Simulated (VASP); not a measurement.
# SnTe (R3m) in VASP: a series of runs, part 2 of 2

VASP 6.6.1. The steps go on from the part before.

## Step 5: Single point, PBE

This run uses another cell than the first one, of the same volume but with other edges.

Contents of INCAR:

```
ALGO = Normal
EDIFF = 1E-7
ENCUT = 520
GGA = PE
ISIF = 2
ISMEAR = 0
LASPH = T
LCHARG = F
LREAL = F
LWAVE = F
NBANDS = 17
NELM = 100
PREC = Accurate
SIGMA = 0.03
```

Contents of KPOINTS:

```
k-points
0
Gamma
  10 10 10
```

Contents of POSCAR:

```
SnTe
1.0
    0.8802335972      4.1006004163      4.1006004163
    4.1006004163      0.8802335972      4.1006004163
    4.1006004163      4.1006004163      0.8802335972
Sn Te
1 1
Direct
    0.0000000000      0.0000000000      0.0000000000
    0.7500000000      0.7500000000      0.7500000000
```

Command:

```sh
cat potpaw_PBE.64/Sn_d/POTCAR potpaw_PBE.64/Te/POTCAR > POTCAR
mpirun -np 1 vasp_std > vasp.out
```

Wall time 2.7 min (1 thread of Intel Xeon 6975P-C (Granite Rapids), shared host); peak memory 0.45 GiB.

Results (log left out):

| Property | Result |
| --- | --- |
| Free energy | -7.1381 eV |
| Pressure | 1.2 GPa |
| Largest force | 0.960 eV/Å |
| Band gap on the k mesh | 0.38 eV, indirect (least direct gap 1.09 eV) |

Forces in eV/Å, atoms in the order of the input:
```
Sn  -0.554 -0.554 -0.554
Te   0.554  0.554  0.554
```

Stress tensor (GPa, compression positive):
```
1.22 0.33 0.33
0.33 1.22 0.33
0.33 0.33 1.22
```

Levels at points of the mesh, in eV from the valence-band top:
```
           k point  band 8  band 9  band 10  band 11  band 12  band 13
(0.00, 0.00, 0.00)   -1.87   -1.87    -1.53     0.38     1.88     1.88
(0.50, 0.00, 0.00)   -2.78   -2.76    -1.90     1.19     2.85     3.22
(0.50, 0.50, 0.00)   -3.25   -2.91    -1.06     0.49     3.07     3.68
(0.50, 0.50, 0.50)   -1.97   -1.97    -0.96     1.57     2.11     2.11
```

Caveat: spin-orbit coupling is left out, which moves the levels of the heavy elements. A k mesh can miss the band edges.

## Step 6: Single point, PBE

Contents of INCAR:

```
  PREC = Accurate
  ENCUT = 520
  EDIFF = 1E-7
  ISMEAR = 0
  SIGMA = 0.03
  LREAL = F
  LASPH = T
  NELM = 100
  ALGO = Normal
  ISIF = 2
  LWAVE = F
  LCHARG = T
  GGA = PE
  LELF = T
  LVHAR = T
  NBANDS = 17
```

Contents of KPOINTS:

```
regular mesh
0
Gamma
  10 10 10
```

Contents of POSCAR:

```
SnTe
1.0
   -1.1417298692      3.1397571404      3.1397571404
    3.1397571404     -1.1417298692      3.1397571404
    3.1397571404      3.1397571404     -1.1417298692
Sn Te
1 1
Direct
    0.0000000000      0.0000000000      0.0000000000
    0.7500000000      0.7500000000      0.7500000000
```

Potentials or basis: VASP PAW PBE potentials, release 64 (Sn_d, Te).

Command:

```sh
cat potpaw_PBE.64/Sn_d/POTCAR potpaw_PBE.64/Te/POTCAR > POTCAR
mpirun -np 1 vasp_std > vasp.out
```

OUTCAR:

```text
PREC = Accurate
   ENCUT = 520
   EDIFF = 1E-7
   ISMEAR = 0
   LREAL = F
   LASPH = T
   NELM = 100
   ISIF = 2
   GGA = PE

 ion  position               nearest neighbor table
   1  0.000  0.000  0.000-   2 2.22   2 3.57   2 3.57   2 3.57
   2  0.750  0.750  0.750-   1 2.22   1 3.57   1 3.57   1 3.57

  LATTYP: Found a trigonal (rhomboedric) cell.
 ALAT       =     4.5847242988
 COS(alpha) =     0.1279069768

  Lattice vectors:

 A1 = (  -1.1417298692,   3.1397571404,   3.1397571404)
 A2 = (   3.1397571404,  -1.1417298692,   3.1397571404)
 A3 = (   3.1397571404,   3.1397571404,  -1.1417298692)

Analysis of symmetry for initial positions (statically):
=====================================================================
 Subroutine PRICEL returns:
 Original cell was already a primitive cell.

 Routine SETGRP: Setting up the symmetry group for a
 trigonal (rhombohedral) supercell.

 Subroutine GETGRP returns: Found  6 space group operations
 (whereof  6 operations were pure point group operations)
 out of a pool of 12 trial point group operations.

The static configuration has the point symmetry C_3v.

Analysis of symmetry for dynamics (positions and initial velocities):
=====================================================================
 Subroutine PRICEL returns:
 Original cell was already a primitive cell.

 Routine SETGRP: Setting up the symmetry group for a
 trigonal (rhombohedral) supercell.

 Subroutine GETGRP returns: Found  6 space group operations
 (whereof  6 operations were pure point group operations)
 out of a pool of 12 trial point group operations.

The dynamic configuration has the point symmetry C_3v.

 Subroutine INISYM returns: Found  6 space group operations
 (whereof  6 operations are pure point group operations),
 and found     1 'primitive' translations

[... 112 lines left out ...]
   IMIX   =      4    mixing-type and parameters
     AMIX     =   0.40;   BMIX     =  1.00
     AMIX_MAG =   1.60;   BMIX_MAG =  1.00
  volume/ion in A,a.u.               =      47.09       317.78
  Fermi-wavevector in a.u.,A,eV,Ry     =   0.976704  1.845704 12.979296  0.953951
  Thomas-Fermi vector in A             =   2.107344
   LORBIT       =      0    0 simple, 1 ext, 2 COOP (PROOUT), +10 PAW based schemes
   GGA     = PE    functional components
   LHFCALC =     F    Hartree Fock is set to
   AEXX    =    0.0000 exact exchange contribution
   IVDW    =     0    specifies the selected vdW correction
   LEPSILON=     F    determine dielectric tensor
   LRPA    =     F    only Hartree local field effects (RPA)
 non-spin polarized calculation
 Gauss-broadening in eV      SIGMA  =   0.03
  energy-cutoff  :      520.00
  volume of cell :       94.18
 maximum number of plane-waves:      2567
 NGX is ok and might be reduce to    36

 number of electron      20.0000010 magnetization

 Free energy of the ion-electron system (eV)
  ---------------------------------------------------
  ext. energy  EPLUGINS =         0.00000000
  ---------------------------------------------------
  free energy    TOTEN  =        -4.75024181 eV

  energy without entropy =       -4.75024181  energy(sigma->0) =       -4.75024181

 E-fermi :   2.5736     XC(G=0):  -7.3251

 val. band max:        2.3538238562   @ k =  -0.2000   0.2000   0.2000
 cond. band min:       3.3727705854   @ k =   0.0000   0.0000   0.0000
 fundamental gap:      1.0189467292
 Fermi energy:         2.5736373962

 k-point     1 :       0.0000    0.0000    0.0000
  band No.  band energies     occupation
      1     -18.9954      2.00000
      2     -18.8026      2.00000
      3     -18.8026      2.00000
      4     -18.7567      2.00000
      5     -18.7567      2.00000
      6      -9.4875      2.00000
[... 457 lines left out ...]
      4     -18.7558      2.00000
      5     -18.7512      2.00000
      6      -9.0483      2.00000
[... 9 lines left out ...]
     16      10.2271      0.00000
     17      11.1868      0.00000

 [... further k-points ...]

------------------------ aborting loop because EDIFF is reached ----------------------------------------

  FORCE on cell =-STRESS in cart. coord.  units (eV):
  Direction    XX          YY          ZZ          XY          YZ          ZX
  --------------------------------------------------------------------------------------
  -------------------------------------------------------------------------------------
  Total        7.7971194      7.7971194      7.7971194      7.6094270      7.6094270      7.6094270
  in kB      132.6415620    132.6415620    132.6415620    129.4486119    129.4486119    129.4486119
  external PRESSURE =     132.6415620 kB  Pullay stress =       0.0000000 kB

 VOLUME and BASIS-vectors are now :
 -----------------------------------------------------------------------------
  energy-cutoff  :      520.00
  volume of cell :       94.18
      direct lattice vectors                 reciprocal lattice vectors
    -1.141729869  3.139757140  3.139757140    -0.090830333  0.142733380  0.142733380
     3.139757140 -1.141729869  3.139757140     0.142733380 -0.090830333  0.142733380
     3.139757140  3.139757140 -1.141729869     0.142733380  0.142733380 -0.090830333

 POSITION                                       TOTAL-FORCE (eV/Angst)
 -----------------------------------------------------------------------------------
      0.00000      0.00000      0.00000         5.988289      5.988289      5.988289
      3.85334      3.85334      3.85334        -5.988289     -5.988289     -5.988289
 -----------------------------------------------------------------------------------
    total drift:                                0.000041      0.000041      0.000041

  FREE ENERGIE OF THE ION-ELECTRON SYSTEM (eV)
  ---------------------------------------------------
  free  energy   TOTEN  =        -4.7502418111 eV

  energy  without entropy=       -4.7502418111  energy(sigma->0) =       -4.75024181
```

OSZICAR:

```text
N       E                     dE             d eps       ncg     rms          rms(c)
DAV:   1     0.128523123537E+03    0.12852E+03   -0.93138E+03  3946   0.118E+03
DAV:   2     0.755866107391E+01   -0.12096E+03   -0.11795E+03  4321   0.294E+02
DAV:   3    -0.461750500288E+01   -0.12176E+02   -0.12079E+02  4902   0.927E+01
DAV:   4    -0.500249424350E+01   -0.38499E+00   -0.38483E+00  4780   0.177E+01
DAV:   5    -0.501935333391E+01   -0.16859E-01   -0.16859E-01  5895   0.335E+00    0.895E+00
DAV:   6    -0.479775050552E+01    0.22160E+00   -0.25698E-01  4279   0.304E+00    0.519E+00
DAV:   7    -0.474848510596E+01    0.49265E-01   -0.25312E-01  4402   0.251E+00    0.902E-01
DAV:   8    -0.474897497138E+01   -0.48987E-03   -0.33874E-02  4183   0.128E+00    0.706E-01
DAV:   9    -0.475031258777E+01   -0.13376E-02   -0.30408E-03  4337   0.353E-01    0.213E-01
DAV:  10    -0.475010431943E+01    0.20827E-03   -0.43708E-04  5788   0.159E-01    0.901E-02
DAV:  11    -0.475024202059E+01   -0.13770E-03   -0.23166E-04  4068   0.915E-02    0.305E-02
DAV:  12    -0.475023607153E+01    0.59491E-05   -0.15606E-05  4710   0.313E-02    0.230E-02
DAV:  13    -0.475024139472E+01   -0.53232E-05   -0.12687E-05  4073   0.173E-02    0.592E-03
DAV:  14    -0.475024155514E+01   -0.16042E-06   -0.70341E-07  5078   0.575E-03    0.245E-03
DAV:  15    -0.475024176994E+01   -0.21480E-06   -0.14119E-07  3653   0.242E-03    0.592E-04
DAV:  16    -0.475024181112E+01   -0.41172E-07   -0.27238E-08  3417   0.956E-04
   1 F= -.47502418E+01 E0= -.47502418E+01  d E =-.490947E-27
```

Run time: 58 s. Hardware: 1 thread of Intel Xeon 6975P-C (Granite Rapids), shared host; peak memory 0.34 GiB.

Results:

```
Free energy            : -4.7502 eV
Pressure               : 13.3 GPa
Largest force          : 10.372 eV/Å
Band gap on the k mesh : 1.02 eV, indirect (least direct gap 1.57 eV)
```

Forces on the atoms (eV/Å):
```
Sn   5.988  5.988  5.988
Te  -5.988 -5.988 -5.988
```

Stress tensor (GPa, compression positive):
```
13.26 12.94 12.94
12.94 13.26 12.94
12.94 12.94 13.26
```

Caveat: spin-orbit coupling is left out, which moves the levels of the heavy elements; forces of over 1 eV/Å act on the atoms, so gaps and moduli don't describe the material at rest. A k mesh can miss the band edges.

## Step 7: The runs side by side

| cell | gap on the mesh (eV) | pressure (GPa) | largest force (eV/Å) |
| --- | --- | --- | --- |
| a = 4.550 Å, 2 atoms | 1.49 | 31.4 | 27.39 |
| a = 7.021 Å, angles 33.6°, 2 atoms | 1.51 | 2.4 | 0.75 |
| a = 4.684 Å, angles 75.3°, 2 atoms | 0.64 | 4.4 | 3.80 |
| a = 5.866 Å, angles 45.7°, 2 atoms | 0.38 | 1.2 | 0.96 |
| a = 4.585 Å, angles 82.7°, 2 atoms | 1.02 | 13.3 | 10.37 |

Alike in all rows: task single point; level PBE; potentials or basis VASP PAW PBE potentials, release 64 (Sn_d, Te); no spin polarisation; k mesh 10 × 10 × 10; cutoff (eV) 520; smearing gaussian 0.03 eV.

Caveats: spin-orbit coupling is left out, which moves the levels of the heavy elements; forces of over 1 eV/Å act on the atoms, so gaps and moduli don't describe the material at rest (some runs).

Absolute energies hang on the potentials; compare differences alone.
